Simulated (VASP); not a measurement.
# KNbO3 (Pm-3m) in VASP: further runs

The runs below take KNbO3 through single point, with PBE.

Everything below comes from runs of VASP 6.6.1. Logs are shortened: lines on timing, memory, paths and dates and some standing lists are left out, and cuts for length are marked.

## Step 1: The cell of the first run

Symmetry: Pm-3m, No. 221, cubic system. Conventional cell: a = 3.975 Å, b = 3.975 Å, c = 3.975 Å, α = 90.00°, β = 90.00°, γ = 90.00°. K (site symmetry m-3m) has 12 O at 2.81 Å and 8 Nb at 3.44 Å within 3.7 Å. Nb (site symmetry m-3m) has 6 O at 1.99 Å within 2.6 Å. O (site symmetry 4/mmm) has 2 Nb at 1.99 Å within 2.6 Å.

## Step 2: Single point, PBE

INCAR reads:

```
ALGO = Normal
EDIFF = 1E-6
ENCUT = 600
GGA = PE
GGA_COMPAT = False
ISIF = 2
ISMEAR = 0
LASPH = True
LCHARG = True
LELF = True
LREAL = False
LVHAR = True
LWAVE = False
NBANDS = 28
NELM = 120
PREC = Accurate
SIGMA = 0.01
```

KPOINTS reads:

```
k-points
0
Gamma
  6 6 6
```

POSCAR reads:

```
KNbO3
1.0
    3.9747279057      0.0000000000      0.0000000000
    0.0000000000      3.9747279057      0.0000000000
    0.0000000000      0.0000000000      3.9747279057
K Nb O
1 1 3
Direct
    0.0000000000      0.0000000000      0.0000000000
    0.5000000000      0.5000000000      0.5000000000
    0.0000000000      0.5000000000      0.5000000000
    0.5000000000      0.0000000000      0.5000000000
    0.5000000000      0.5000000000      0.0000000000
```

Potentials or basis: VASP PAW PBE potentials, release 64 (K_sv, Nb_sv, O).

Run with:

```
$ cat potpaw_PBE.64/K_sv/POTCAR potpaw_PBE.64/Nb_sv/POTCAR potpaw_PBE.64/O/POTCAR > POTCAR
$ mpirun -np 1 vasp_std > vasp.out
```

OUTCAR:

```text
EDIFF = 1E-6
   ENCUT = 600
   GGA = PE
   ISIF = 2
   ISMEAR = 0
   LASPH = True
   LREAL = False
   NELM = 120
   PREC = Accurate

 ion  position               nearest neighbor table
   1  0.000  0.000  0.000-   3 2.81   4 2.81   5 2.81   3 2.81   4 2.81   3 2.81   5 2.81   3 2.81
                             4 2.81   5 2.81   4 2.81   5 2.81
   2  0.500  0.500  0.500-   3 1.99   4 1.99   5 1.99   5 1.99   4 1.99   3 1.99
   3  0.000  0.500  0.500-   2 1.99   2 1.99   1 2.81   1 2.81   1 2.81   1 2.81
   4  0.500  0.000  0.500-   2 1.99   2 1.99   1 2.81   1 2.81   1 2.81   1 2.81
   5  0.500  0.500  0.000-   2 1.99   2 1.99   1 2.81   1 2.81   1 2.81   1 2.81

  LATTYP: Found a simple cubic cell.
 ALAT       =     3.9747279057

  Lattice vectors:

 A1 = (   3.9747279057,   0.0000000000,   0.0000000000)
 A2 = (   0.0000000000,   3.9747279057,   0.0000000000)
 A3 = (   0.0000000000,   0.0000000000,   3.9747279057)

Analysis of symmetry for initial positions (statically):
=====================================================================
 Subroutine PRICEL returns:
 Original cell was already a primitive cell.

 Routine SETGRP: Setting up the symmetry group for a
 simple cubic supercell.

 Subroutine GETGRP returns: Found 48 space group operations
 (whereof 48 operations were pure point group operations)
 out of a pool of 48 trial point group operations.

The static configuration has the point symmetry O_h .

Analysis of symmetry for dynamics (positions and initial velocities):
=====================================================================
 Subroutine PRICEL returns:
 Original cell was already a primitive cell.

 Routine SETGRP: Setting up the symmetry group for a
 simple cubic supercell.

 Subroutine GETGRP returns: Found 48 space group operations
 (whereof 48 operations were pure point group operations)
 out of a pool of 48 trial point group operations.

The dynamic configuration has the point symmetry O_h .

 Subroutine INISYM returns: Found 48 space group operations
 (whereof 48 operations are pure point group operations),
 and found     1 'primitive' translations

----------------------------------------------------------------------------------------

                                     Primitive cell

  volume of cell :      62.7946

  direct lattice vectors                    reciprocal lattice vectors
     3.974727906  0.000000000  0.000000000     0.251589549  0.000000000  0.000000000
     0.000000000  3.974727906  0.000000000     0.000000000  0.251589549  0.000000000
     0.000000000  0.000000000  3.974727906     0.000000000  0.000000000  0.251589549

  length of vectors
     3.974727906  3.974727906  3.974727906     0.251589549  0.251589549  0.251589549

  position of ions in fractional coordinates (direct lattice)
     0.000000000  0.000000000  0.000000000
     0.500000000  0.500000000  0.500000000
     0.000000000  0.500000000  0.500000000
     0.500000000  0.000000000  0.500000000
     0.500000000  0.500000000  0.000000000

  ion indices of the primitive-cell ions
   primitive index   ion index
                 1           1
                 2           2
                 3           3
                 4           4
                 5           5

----------------------------------------------------------------------------------------

 KPOINTS: k-points

Automatic generation of k-mesh.
 Grid dimensions read from file:
 generate k-points for:    6    6    6

 Generating k-lattice:

  Cartesian coordinates                     Fractional coordinates (reciprocal lattice)
     0.041931591  0.000000000  0.000000000     0.166666667  0.000000000  0.000000000
     0.000000000  0.041931591  0.000000000     0.000000000  0.166666667  0.000000000
     0.000000000  0.000000000  0.041931591     0.000000000  0.000000000  0.166666667

  Length of vectors
     0.041931591  0.041931591  0.041931591

  Shift w.r.t. Gamma in fractional coordinates (k-lattice)
     0.000000000  0.000000000  0.000000000

 Subroutine IBZKPT returns following result:
 ===========================================

 Found     20 irreducible k-points:

 Following reciprocal coordinates:
            Coordinates               Weight
  0.000000  0.000000  0.000000      1.000000
  0.166667  0.000000  0.000000      6.000000
  0.333333  0.000000  0.000000      6.000000
  0.500000  0.000000  0.000000      3.000000
  0.166667  0.166667  0.000000     12.000000
  0.333333  0.166667  0.000000     24.000000
[... 12 lines left out ...]
  0.500000  0.500000  0.333333      6.000000
  0.500000  0.500000  0.500000      1.000000
   k-points           NKPTS =     20   k-points in BZ     NKDIM =     20   number of bands    NBANDS=     28
   number of dos      NEDOS =    301   number of ions     NIONS =      5
   total plane-waves  NPLWV =  32768
   dimension x,y,z NGX =    32 NGY =   32 NGZ =   32
   dimension x,y,z NGXF=    64 NGYF=   64 NGZF=   64
   ions per type =               1   1   3
   NGX,Y,Z   is equivalent  to a cutoff of  13.38, 13.38, 13.38 a.u.
   NGXF,Y,Z  is equivalent  to a cutoff of  26.77, 26.77, 26.77 a.u.
 SYSTEM =  unknown system
   PREC   = accura    normal or accurate (medium, high low for compatibility)
   ISTART =      0    job   : 0-new  1-cont  2-samecut
   ICHARG =      2    charge: 1-file 2-atom 10-const
   ISPIN  =      1    spin polarized calculation?
   LNONCOLLINEAR =      F non collinear calculations
   LSORBIT =      F    spin-orbit coupling
   LASPH  =      T    aspherical Exc in radial PAW
   ENCUT  =  600.0 eV  44.10 Ry    6.64 a.u.   7.94  7.94  7.94*2*pi/ulx,y,z
   NELM   =    120;   NELMIN=  2; NELMDL= -5     # of ELM steps
   EDIFF  = 0.1E-05   stopping-criterion for ELM
   LREAL  =      F    real-space projection
   EDIFFG = 0.1E-04   stopping-criterion for IOM
   NSW    =      0    number of steps for IOM
   IBRION =     -1    ionic relax: 0-MD 1-quasi-New 2-CG
   NFREE  =      0    steps in history (QN), initial steepest desc. (CG)
   ISIF   =      2    stress and relaxation
   ISYM   =      2    0-nonsym 1-usesym 2-fastsym
   POTIM  = 0.5000    time-step for ionic-motion
   TEBEG  =    0.0;   TEEND  =   0.0 temperature during run
   PSTRESS=    0.0 pullay stress
   NELECT =      40.0000    total number of electrons
   NUPDOWN=      -1.0000    fix difference up-down
   EMIN   =  10.00;   EMAX   =-10.00  energy-range for DOS
   EFERMI =   0.00;   METHOD = LEGACY
   ISMEAR =     0;   SIGMA  =   0.01  broadening in eV -4-tet -1-fermi 0-gaus
   EFERMI_NEDOS =   21; number of points for ismear=-14 and -15
   IALGO  =     38    algorithm
   IMIX   =      4    mixing-type and parameters
     AMIX     =   0.40;   BMIX     =  1.00
     AMIX_MAG =   1.60;   BMIX_MAG =  1.00
  volume/ion in A,a.u.               =      12.56        84.75
  Fermi-wavevector in a.u.,A,eV,Ry     =   1.408599  2.661866 26.996021  1.984152
  Thomas-Fermi vector in A             =   2.530740
   LORBIT       =      0    0 simple, 1 ext, 2 COOP (PROOUT), +10 PAW based schemes
   GGA     = PE    functional components
   LHFCALC =     F    Hartree Fock is set to
   AEXX    =    0.0000 exact exchange contribution
   IVDW    =     0    specifies the selected vdW correction
   LEPSILON=     F    determine dielectric tensor
   LRPA    =     F    only Hartree local field effects (RPA)
 non-spin polarized calculation
 Gauss-broadening in eV      SIGMA  =   0.01
  energy-cutoff  :      600.00
  volume of cell :       62.79
 maximum number of plane-waves:      2176
 NGX is ok and might be reduce to    32
   NGX = 15   NGY = 15   NGZ = 15

 number of electron      39.9999991 magnetization

 Free energy of the ion-electron system (eV)
  ---------------------------------------------------
  ext. energy  EPLUGINS =         0.00000000
  ---------------------------------------------------
  free energy    TOTEN  =       -38.78040260 eV

  energy without entropy =      -38.78040260  energy(sigma->0) =      -38.78040260

 E-fermi :   3.5639     XC(G=0): -10.8979

 val. band max:        3.4857927615   @ k =   0.5000   0.5000   0.5000
 cond. band min:       5.0739722666   @ k =   0.0000   0.0000   0.0000
 fundamental gap:      1.5881795051
 Fermi energy:         3.5639493389

 k-point     1 :       0.0000    0.0000    0.0000
  band No.  band energies     occupation
      1     -51.3646      2.00000
      2     -27.4434      2.00000
      3     -27.4434      2.00000
      4     -27.4434      2.00000
      5     -23.8267      2.00000
      6     -13.7608      2.00000
[... 20 lines left out ...]
     27      11.5542      0.00000
     28      11.5542      0.00000

 k-point     2 :       0.1667    0.0000    0.0000
  band No.  band energies     occupation
      1     -51.3640      2.00000
      2     -27.4822      2.00000
      3     -27.4421      2.00000
      4     -27.4421      2.00000
      5     -23.8187      2.00000
      6     -13.7138      2.00000
[... 20 lines left out ...]
     27      11.9043      0.00000
     28      11.9334      0.00000

 k-point     3 :       0.3333    0.0000    0.0000
  band No.  band energies     occupation
      1     -51.3626      2.00000
      2     -27.5584      2.00000
      3     -27.4395      2.00000
      4     -27.4395      2.00000
      5     -23.8031      2.00000
      6     -13.7249      2.00000
[... 20 lines left out ...]
     27      12.6408      0.00000
     28      13.1554      0.00000

 k-point     4 :       0.5000    0.0000    0.0000
  band No.  band energies     occupation
      1     -51.3620      2.00000
      2     -27.5957      2.00000
      3     -27.4382      2.00000
      4     -27.4382      2.00000
      5     -23.7954      2.00000
      6     -13.7461      2.00000
[... 454 lines left out ...]
     27      13.5834      0.00000
     28      14.3179      0.00000

 k-point    19 :       0.5000    0.5000    0.3333
  band No.  band energies     occupation
      1     -51.3574      2.00000
      2     -27.5822      2.00000
      3     -27.5822      2.00000
      4     -27.5445      2.00000
      5     -23.7721      2.00000
      6     -12.6064      2.00000
[... 20 lines left out ...]
     27      13.8977      0.00000
     28      14.6767      0.00000

 k-point    20 :       0.5000    0.5000    0.5000
  band No.  band energies     occupation
      1     -51.3568      2.00000
      2     -27.5807      2.00000
      3     -27.5807      2.00000
      4     -27.5807      2.00000
      5     -23.7681      2.00000
      6     -12.2771      2.00000
[... 20 lines left out ...]
     27      14.3855      0.00000
     28      14.7514      0.00000

------------------------ aborting loop because EDIFF is reached ----------------------------------------

  FORCE on cell =-STRESS in cart. coord.  units (eV):
  Direction    XX          YY          ZZ          XY          YZ          ZX
  --------------------------------------------------------------------------------------
  -------------------------------------------------------------------------------------
  Total        2.8011346      2.8011346      2.8011346      0.0000000      0.0000000     -0.0000000
  in kB       71.4697645     71.4697645     71.4697645      0.0000000      0.0000000     -0.0000000
  external PRESSURE =      71.4697645 kB  Pullay stress =       0.0000000 kB

 VOLUME and BASIS-vectors are now :
 -----------------------------------------------------------------------------
  energy-cutoff  :      600.00
  volume of cell :       62.79
      direct lattice vectors                 reciprocal lattice vectors
     3.974727906  0.000000000  0.000000000     0.251589549  0.000000000  0.000000000
     0.000000000  3.974727906  0.000000000     0.000000000  0.251589549  0.000000000
     0.000000000  0.000000000  3.974727906     0.000000000  0.000000000  0.251589549

 POSITION                                       TOTAL-FORCE (eV/Angst)
 -----------------------------------------------------------------------------------
      0.00000      0.00000      0.00000         0.000000      0.000000      0.000000
      1.98736      1.98736      1.98736         0.000000      0.000000      0.000000
      0.00000      1.98736      1.98736         0.000000      0.000000      0.000000
      1.98736      0.00000      1.98736         0.000000      0.000000      0.000000
      1.98736      1.98736      0.00000         0.000000      0.000000      0.000000
 -----------------------------------------------------------------------------------
    total drift:                                0.000000     -0.000000     -0.000000

  FREE ENERGIE OF THE ION-ELECTRON SYSTEM (eV)
  ---------------------------------------------------
  free  energy   TOTEN  =       -38.7804026035 eV

  energy  without entropy=      -38.7804026035  energy(sigma->0) =      -38.78040260
```

Run time: 23 s. Hardware: 1 thread of AMD EPYC 9R45 (Zen 5), shared host; peak memory 0.17 GiB.

Results:

- Free energy: -38.7804 eV
- Pressure: 7.1 GPa
- Band gap on the k mesh: 1.59 eV, indirect (least direct gap 2.24 eV)

Levels at points of the mesh, in eV from the valence-band top:
| k point | band 16 | band 17 | band 18 | band 19 | band 20 | band 21 | band 22 | band 23 | band 24 | band 25 |
| --- | --- | --- | --- | --- | --- | --- | --- | --- | --- | --- |
| (0.00, 0.00, 0.00) | -1.10 | -1.10 | -0.65 | -0.65 | -0.65 | 1.59 | 1.59 | 1.59 | 5.57 | 5.57 |
| (0.50, 0.00, 0.00) | -2.16 | -2.14 | -1.56 | -0.85 | -0.85 | 1.71 | 4.29 | 4.29 | 5.59 | 8.34 |
| (0.50, 0.50, 0.00) | -2.89 | -1.46 | -1.45 | -1.45 | -0.04 | 4.32 | 4.32 | 5.40 | 6.93 | 10.03 |
| (0.50, 0.50, 0.50) | -3.94 | -3.94 | 0.00 | 0.00 | 0.00 | 5.52 | 5.52 | 5.52 | 8.98 | 8.98 |

A k mesh can miss the band edges. Expect the measured gap to be larger: semilocal functionals such as PBE lack the derivative discontinuity.

## Step 3: Single point, PBE

This run uses another cell than the first one, of 13.08 Å³/atom, 1.042 times its volume.

INCAR reads:

```
SYSTEM = KNbO3
PREC = Accurate
ENCUT = 600
EDIFF = 1E-6
ISMEAR = 0
SIGMA = 0.01
LREAL = .FALSE.
LASPH = .TRUE.
NELM = 120
ALGO = Normal
ISIF = 2
LWAVE = .FALSE.
LCHARG = .FALSE.
GGA = PE
NBANDS = 28
GGA_COMPAT = .FALSE.
```

KPOINTS reads:

```
regular mesh
0
G
  6 6 6
  0 0 0
```

POSCAR: that of step 2 with these lines changed.

```diff
@@ -2,5 +2,5 @@
 1.0
-    3.9747279057      0.0000000000      0.0000000000
-    0.0000000000      3.9747279057      0.0000000000
-    0.0000000000      0.0000000000      3.9747279057
+    4.0291830000      0.0000000000      0.0000000000
+    0.0000000000      4.0291830000      0.0000000000
+    0.0000000000      0.0000000000      4.0291830000
 K Nb O
```

Potentials or basis: VASP PAW PBE potentials, release 64 (K_sv, Nb_sv, O).

Run with:

```
$ cat potpaw_PBE.64/K_sv/POTCAR potpaw_PBE.64/Nb_sv/POTCAR potpaw_PBE.64/O/POTCAR > POTCAR
$ mpirun -np 1 vasp_std > vasp.out
```

It took 23 s on 1 thread of AMD EPYC 9R45 (Zen 5), shared host; peak memory 0.17 GiB.

The run converged. Its results:

| Property | Result |
| --- | --- |
| Free energy | -38.8371 eV |
| Pressure | -0.6 GPa |
| Band gap on the k mesh | 1.51 eV, indirect (least direct gap 2.17 eV) |

Levels at points of the mesh, in eV from the valence-band top:
| k point | band 16 | band 17 | band 18 | band 19 | band 20 | band 21 | band 22 | band 23 | band 24 | band 25 |
| --- | --- | --- | --- | --- | --- | --- | --- | --- | --- | --- |
| (0.00, 0.00, 0.00) | -1.03 | -1.03 | -0.66 | -0.66 | -0.66 | 1.51 | 1.51 | 1.51 | 5.16 | 5.16 |
| (0.50, 0.00, 0.00) | -2.14 | -2.05 | -1.45 | -0.85 | -0.85 | 1.62 | 4.05 | 4.05 | 5.17 | 7.79 |
| (0.50, 0.50, 0.00) | -2.75 | -1.54 | -1.39 | -1.39 | -0.04 | 4.07 | 4.07 | 5.09 | 6.44 | 9.89 |
| (0.50, 0.50, 0.50) | -3.81 | -3.81 | 0.00 | 0.00 | 0.00 | 5.19 | 5.19 | 5.19 | 8.87 | 8.87 |

A k mesh can miss the band edges. PBE gaps usually lie below the measured ones, often by a third to a half.

(Continued in part 2 of 2.)
